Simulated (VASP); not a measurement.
# KF in VASP: notebook

KF is run at these levels: PBEsol; tasks: single point.

Everything below comes from runs of VASP 6.6.1. Logs are shortened: lines on timing, memory, paths and dates and some standing lists are left out, and cuts for length are marked.

## 1. The cell of the first run

Symmetry: Fm-3m, No. 225, cubic system. Conventional cell: a = 5.275 Å, b = 5.275 Å, c = 5.275 Å, α = 90.00°, β = 90.00°, γ = 90.00°. K (site symmetry m-3m) has 6 F at 2.64 Å within 3.5 Å. F (site symmetry m-3m) has 6 K at 2.64 Å within 3.5 Å.

## 2. Single point, PBEsol (18.34 Å³/atom)

Contents of INCAR:

```
PREC = Accurate ; ENCUT = 520
EDIFF = 1E-7 ; ISMEAR = -1
SIGMA = 0.01 ; LREAL = False
LASPH = True ; NELM = 100
ALGO = Normal ; ISIF = 2
LWAVE = False ; LCHARG = False
GGA = PS ; NBANDS = 15
```

Contents of KPOINTS:

```
Automatic mesh
0
Gamma
  9 9 9
```

Contents of POSCAR:

```
KF
1.0
    0.0000000000      2.6373671923      2.6373671923
    2.6373671923      0.0000000000      2.6373671923
    2.6373671923      2.6373671923      0.0000000000
K F
1 1
Direct
    0.0000000000      0.0000000000      0.0000000000
    0.5000000000      0.5000000000      0.5000000000
```

Potentials or basis: VASP PAW PBE potentials, release 64 (K_sv, F).

The run is started by

```console
$ cat potpaw_PBE.64/K_sv/POTCAR potpaw_PBE.64/F/POTCAR > POTCAR
$ mpirun -np 1 vasp_std > vasp.out
```

OUTCAR:

```text
PREC = Accurate
   ENCUT = 520
   EDIFF = 1E-7
   ISMEAR = -1
   LREAL = False
   LASPH = True
   NELM = 100
   ISIF = 2
   GGA = PS

 ion  position               nearest neighbor table
   1  0.000  0.000  0.000-   2 2.64   2 2.64   2 2.64   2 2.64   2 2.64   2 2.64
   2  0.500  0.500  0.500-   1 2.64   1 2.64   1 2.64   1 2.64   1 2.64   1 2.64

  LATTYP: Found a face centered cubic cell.
 ALAT       =     5.2747343846

  Lattice vectors:

 A1 = (   0.0000000000,   2.6373671923,   2.6373671923)
 A2 = (   2.6373671923,   0.0000000000,   2.6373671923)
 A3 = (   2.6373671923,   2.6373671923,   0.0000000000)

Analysis of symmetry for initial positions (statically):
=====================================================================
 Subroutine PRICEL returns:
 Original cell was already a primitive cell.

 Routine SETGRP: Setting up the symmetry group for a
 face centered cubic supercell.

 Subroutine GETGRP returns: Found 48 space group operations
 (whereof 48 operations were pure point group operations)
 out of a pool of 48 trial point group operations.

The static configuration has the point symmetry O_h .

Analysis of symmetry for dynamics (positions and initial velocities):
=====================================================================
 Subroutine PRICEL returns:
 Original cell was already a primitive cell.

 Routine SETGRP: Setting up the symmetry group for a
 face centered cubic supercell.

 Subroutine GETGRP returns: Found 48 space group operations
 (whereof 48 operations were pure point group operations)
 out of a pool of 48 trial point group operations.

The dynamic configuration has the point symmetry O_h .

 Subroutine INISYM returns: Found 48 space group operations
 (whereof 48 operations are pure point group operations),
 and found     1 'primitive' translations

----------------------------------------------------------------------------------------

                                     Primitive cell

  volume of cell :      36.6895

  direct lattice vectors                    reciprocal lattice vectors
     0.000000000  2.637367192  2.637367192    -0.189583006  0.189583006  0.189583006
     2.637367192  0.000000000  2.637367192     0.189583006 -0.189583006  0.189583006
     2.637367192  2.637367192  0.000000000     0.189583006  0.189583006 -0.189583006

  length of vectors
     3.729800452  3.729800452  3.729800452     0.328367398  0.328367398  0.328367398

  position of ions in fractional coordinates (direct lattice)
     0.000000000  0.000000000  0.000000000
     0.500000000  0.500000000  0.500000000

  ion indices of the primitive-cell ions
   primitive index   ion index
                 1           1
                 2           2

----------------------------------------------------------------------------------------

 KPOINTS: Automatic mesh

Automatic generation of k-mesh.
 Grid dimensions read from file:
 generate k-points for:    9    9    9

 Generating k-lattice:

  Cartesian coordinates                     Fractional coordinates (reciprocal lattice)
    -0.021064778  0.021064778  0.021064778     0.111111111  0.000000000  0.000000000
     0.021064778 -0.021064778  0.021064778     0.000000000  0.111111111  0.000000000
     0.021064778  0.021064778 -0.021064778     0.000000000  0.000000000  0.111111111

  Length of vectors
     0.036485266  0.036485266  0.036485266

  Shift w.r.t. Gamma in fractional coordinates (k-lattice)
     0.000000000  0.000000000  0.000000000

 Subroutine IBZKPT returns following result:
 ===========================================

 Found     35 irreducible k-points:

 Following reciprocal coordinates:
            Coordinates               Weight
  0.000000  0.000000  0.000000      1.000000
  0.111111  0.000000  0.000000      8.000000
  0.222222  0.000000  0.000000      8.000000
  0.333333  0.000000  0.000000      8.000000
  0.444444  0.000000  0.000000      8.000000
  0.111111  0.111111  0.000000      6.000000
[... 16 lines left out ...]
 -0.333333  0.333333  0.000000     12.000000
  0.444444  0.444444  0.000000      6.000000
 [... further k-points ...]
   k-points           NKPTS =     35   k-points in BZ     NKDIM =     35   number of bands    NBANDS=     15
   number of dos      NEDOS =    301   number of ions     NIONS =      2
   total plane-waves  NPLWV =  21952
   dimension x,y,z NGX =    28 NGY =   28 NGZ =   28
   dimension x,y,z NGXF=    56 NGYF=   56 NGZF=   56
   ions per type =               1   1
   NGX,Y,Z   is equivalent  to a cutoff of  12.48, 12.48, 12.48 a.u.
   NGXF,Y,Z  is equivalent  to a cutoff of  24.96, 24.96, 24.96 a.u.
 SYSTEM =  unknown system
   PREC   = accura    normal or accurate (medium, high low for compatibility)
   ISTART =      0    job   : 0-new  1-cont  2-samecut
   ICHARG =      2    charge: 1-file 2-atom 10-const
   ISPIN  =      1    spin polarized calculation?
   LNONCOLLINEAR =      F non collinear calculations
   LSORBIT =      F    spin-orbit coupling
   LASPH  =      T    aspherical Exc in radial PAW
   ENCUT  =  520.0 eV  38.22 Ry    6.18 a.u.   6.93  6.93  6.93*2*pi/ulx,y,z
   NELM   =    100;   NELMIN=  2; NELMDL= -5     # of ELM steps
   EDIFF  = 0.1E-06   stopping-criterion for ELM
   LREAL  =      F    real-space projection
   EDIFFG = 0.1E-05   stopping-criterion for IOM
   NSW    =      0    number of steps for IOM
   IBRION =     -1    ionic relax: 0-MD 1-quasi-New 2-CG
   NFREE  =      0    steps in history (QN), initial steepest desc. (CG)
   ISIF   =      2    stress and relaxation
   ISYM   =      2    0-nonsym 1-usesym 2-fastsym
   POTIM  = 0.5000    time-step for ionic-motion
   TEBEG  =    0.0;   TEEND  =   0.0 temperature during run
   PSTRESS=    0.0 pullay stress
   NELECT =      16.0000    total number of electrons
   NUPDOWN=      -1.0000    fix difference up-down
   EMIN   =  10.00;   EMAX   =-10.00  energy-range for DOS
   EFERMI =   0.00;   METHOD = LEGACY
   ISMEAR =    -1;   SIGMA  =   0.01  broadening in eV -4-tet -1-fermi 0-gaus
   EFERMI_NEDOS =   21; number of points for ismear=-14 and -15
   IALGO  =     38    algorithm
   IMIX   =      4    mixing-type and parameters
     AMIX     =   0.40;   BMIX     =  1.00
     AMIX_MAG =   1.60;   BMIX_MAG =  1.00
  volume/ion in A,a.u.               =      18.34       123.80
  Fermi-wavevector in a.u.,A,eV,Ry     =   1.241464  2.346027 20.969756  1.541234
  Thomas-Fermi vector in A             =   2.375861
   LORBIT       =      0    0 simple, 1 ext, 2 COOP (PROOUT), +10 PAW based schemes
   GGA     = PS    functional components
   LHFCALC =     F    Hartree Fock is set to
   AEXX    =    0.0000 exact exchange contribution
   IVDW    =     0    specifies the selected vdW correction
   LEPSILON=     F    determine dielectric tensor
   LRPA    =     F    only Hartree local field effects (RPA)
 non-spin polarized calculation
  energy-cutoff  :      520.00
  volume of cell :       36.69
 maximum number of plane-waves:      1002
   NGX = 13   NGY = 13   NGZ = 13

 number of electron      16.0000016 magnetization

 Free energy of the ion-electron system (eV)
  ---------------------------------------------------
  ext. energy  EPLUGINS =         0.00000000
  ---------------------------------------------------
  free energy    TOTEN  =        -8.51760856 eV

  energy without entropy =       -8.51760856  energy(sigma->0) =       -8.51760856

 E-fermi :  -2.4992     XC(G=0):  -8.7988

 val. band max:       -2.8039061636   @ k =   0.0000   0.0000   0.0000
 cond. band min:       3.4232909391   @ k =   0.0000   0.0000   0.0000
 fundamental gap:      6.2271971027
 Fermi energy:        -2.4992107621

 k-point     1 :       0.0000    0.0000    0.0000
  band No.  band energies     occupation
      1     -28.6627      2.00000
      2     -21.3532      2.00000
      3     -11.9429      2.00000
      4     -11.9429      2.00000
      5     -11.9429      2.00000
      6      -2.8039      2.00000
      7      -2.8039      2.00000
      8      -2.8039      2.00000
      9       3.4233      0.00000
     10       7.9324      0.00000
     11       7.9324      0.00000
     12       7.9324      0.00000
     13       9.6623      0.00000
     14       9.6623      0.00000
     15      14.1564      0.00000

 k-point     2 :       0.1111    0.0000    0.0000
  band No.  band energies     occupation
      1     -28.6491      2.00000
      2     -21.3663      2.00000
      3     -11.9792      2.00000
      4     -11.9476      2.00000
      5     -11.9476      2.00000
      6      -2.9272      2.00000
      7      -2.8514      2.00000
      8      -2.8514      2.00000
      9       3.7841      0.00000
     10       7.7144      0.00000
     11       8.1090      0.00000
     12       8.1090      0.00000
     13       9.7879      0.00000
     14       9.7879      0.00000
     15      14.8059      0.00000

 k-point     3 :       0.2222    0.0000    0.0000
  band No.  band energies     occupation
      1     -28.6143      2.00000
      2     -21.4000      2.00000
      3     -12.0702      2.00000
      4     -11.9594      2.00000
      5     -11.9594      2.00000
      6      -3.2051      2.00000
      7      -2.9693      2.00000
      8      -2.9693      2.00000
      9       4.7113      0.00000
     10       7.3709      0.00000
     11       8.5700      0.00000
     12       8.5700      0.00000
     13      10.1687      0.00000
     14      10.1687      0.00000
     15      16.0273      0.00000

 k-point     4 :       0.3333    0.0000    0.0000
  band No.  band energies     occupation
      1     -28.5743      2.00000
      2     -21.4386      2.00000
      3     -12.1723      2.00000
      4     -11.9726      2.00000
      5     -11.9726      2.00000
      6      -3.4793      2.00000
      7      -3.0995      2.00000
      8      -3.0995      2.00000
      9       5.7705      0.00000
     10       7.3411      0.00000
     11       9.0868      0.00000
     12       9.0868      0.00000
     13      10.8369      0.00000
     14      10.8369      0.00000
     15      15.3570      0.00000
[... 307 lines left out ...]
 k-point    22 :      -0.4444    0.3333    0.0000
  band No.  band energies     occupation
      1     -28.5211      2.00000
      2     -21.4096      2.00000
      3     -12.4749      2.00000
      4     -12.1962      2.00000
      5     -12.1222      2.00000
      6      -3.1308      2.00000
      7      -3.0103      2.00000
      8      -2.9862      2.00000
      9       6.0231      0.00000
     10       7.7932      0.00000
     11       8.6363      0.00000
     12      10.7515      0.00000
     13      11.3871      0.00000
     14      12.5343      0.00000
     15      12.7815      0.00000

 k-point    23 :      -0.3333    0.3333    0.0000
  band No.  band energies     occupation
      1     -28.5227      2.00000
      2     -21.4259      2.00000
      3     -12.4054      2.00000
      4     -12.2054      2.00000
      5     -12.0682      2.00000
      6      -3.3127      2.00000
      7      -3.0918      2.00000
      8      -2.9725      2.00000
      9       6.5155      0.00000
     10       7.5942      0.00000
     11       8.7638      0.00000
     12      10.6343      0.00000
     13      10.9795      0.00000
     14      12.0870      0.00000
     15      14.1210      0.00000

 k-point    24 :       0.4444    0.4444    0.0000
  band No.  band energies     occupation
      1     -28.5233      2.00000
      2     -21.3844      2.00000
      3     -12.5593      2.00000
      4     -12.1815      2.00000
      5     -12.1815      2.00000
      6      -3.0353      2.00000
      7      -2.8518      2.00000
      8      -2.8518      2.00000
      9       5.3683      0.00000
     10       7.4343      0.00000
     11       9.2540      0.00000
     12      10.9554      0.00000
     13      11.5169      0.00000
     14      11.5169      0.00000
     15      13.7157      0.00000

 [... further k-points ...]

------------------------ aborting loop because EDIFF is reached ----------------------------------------

  FORCE on cell =-STRESS in cart. coord.  units (eV):
  Direction    XX          YY          ZZ          XY          YZ          ZX
  --------------------------------------------------------------------------------------
  -------------------------------------------------------------------------------------
  Total        0.1600665      0.1600665      0.1600665      0.0000000      0.0000000      0.0000000
  in kB        6.9898707      6.9898707      6.9898707      0.0000000      0.0000000      0.0000000
  external PRESSURE =       6.9898707 kB  Pullay stress =       0.0000000 kB

 VOLUME and BASIS-vectors are now :
 -----------------------------------------------------------------------------
  energy-cutoff  :      520.00
  volume of cell :       36.69
      direct lattice vectors                 reciprocal lattice vectors
     0.000000000  2.637367192  2.637367192    -0.189583006  0.189583006  0.189583006
     2.637367192  0.000000000  2.637367192     0.189583006 -0.189583006  0.189583006
     2.637367192  2.637367192  0.000000000     0.189583006  0.189583006 -0.189583006

 POSITION                                       TOTAL-FORCE (eV/Angst)
 -----------------------------------------------------------------------------------
      0.00000      0.00000      0.00000         0.000000      0.000000     -0.000000
      2.63737      2.63737      2.63737        -0.000000     -0.000000      0.000000
 -----------------------------------------------------------------------------------
    total drift:                                0.000000      0.000000      0.000000

  FREE ENERGIE OF THE ION-ELECTRON SYSTEM (eV)
  ---------------------------------------------------
  free  energy   TOTEN  =        -8.5176085608 eV

  energy  without entropy=       -8.5176085608  energy(sigma->0) =       -8.51760856
```

Run time: 40 s. Hardware: 1 thread of Intel Xeon 8259CL, shared host; peak memory 0.16 GiB.

Results:

```yaml
Free_energy: -8.5176 eV
Pressure: 0.7 GPa
Band_gap_on_the_k_mesh: 6.23 eV
```

Levels at points of the mesh, in eV from the valence-band top:
```tsv
k point	band 5	band 6	band 7	band 8	band 9	band 10	band 11	band 12
(0.00, 0.00, 0.00)	-9.14	0.00	0.00	0.00	6.23	10.74	10.74	10.74
```

Caveat: the PAW data sets were made with another functional, which shifts forces and pressure a little; an odd mesh through Γ misses points on the zone boundary, where band edges can lie.

## 3. Single point, PBEsol (18.92 Å³/atom)

This run uses another cell than the first one, of 18.92 Å³/atom.

Contents of INCAR:

```
SYSTEM = KF
PREC = Accurate
ENCUT = 520
EDIFF = 1E-6
ISMEAR = -1
SIGMA = 0.01
LREAL = .False.
LASPH = .True.
NELM = 80
ALGO = Normal
ISIF = 2
LWAVE = .False.
LCHARG = .True.
GGA = PS
LELF = .True.
LVHAR = .True.
NBANDS = 15
```

Contents of KPOINTS:

```
Automatic mesh
0
Gamma
  9 9 9
  0 0 0
```

Contents of POSCAR:

```
KF
1.0
    0.0000000000      2.6645584616      2.6645584616
    2.6645584616      0.0000000000      2.6645584616
    2.6645584616      2.6645584616      0.0000000000
K F
1 1
Direct
    0.0000000000      0.0000000000      0.0000000000
    0.5000000000      0.5000000000      0.5000000000
```

Potentials or basis: VASP PAW PBE potentials, release 64 (K_sv, F).

The run is started by

```console
$ cat potpaw_PBE.64/K_sv/POTCAR potpaw_PBE.64/F/POTCAR > POTCAR
$ mpirun -np 1 vasp_std > vasp.out
```

Wall time 39 s (1 thread of Intel Xeon 8259CL, shared host); peak memory 0.16 GiB.

The run converged. Its results:

| Item | Value |
| --- | --- |
| Free energy | -8.5201 eV |
| Pressure | -0.4 GPa |
| Band gap on the k mesh | 6.07 eV |

Levels at points of the mesh, in eV from the valence-band top:
```csv
k point,band 5,band 6,band 7,band 8,band 9,band 10,band 11,band 12
"(0.00, 0.00, 0.00)",-9.25,0.00,0.00,0.00,6.07,10.66,10.66,10.66
```

Caveat: the PAW data sets were made with another functional, which shifts forces and pressure a little; an odd mesh through Γ misses points on the zone boundary, where band edges can lie.

(Part 1 of 2 ends here.)
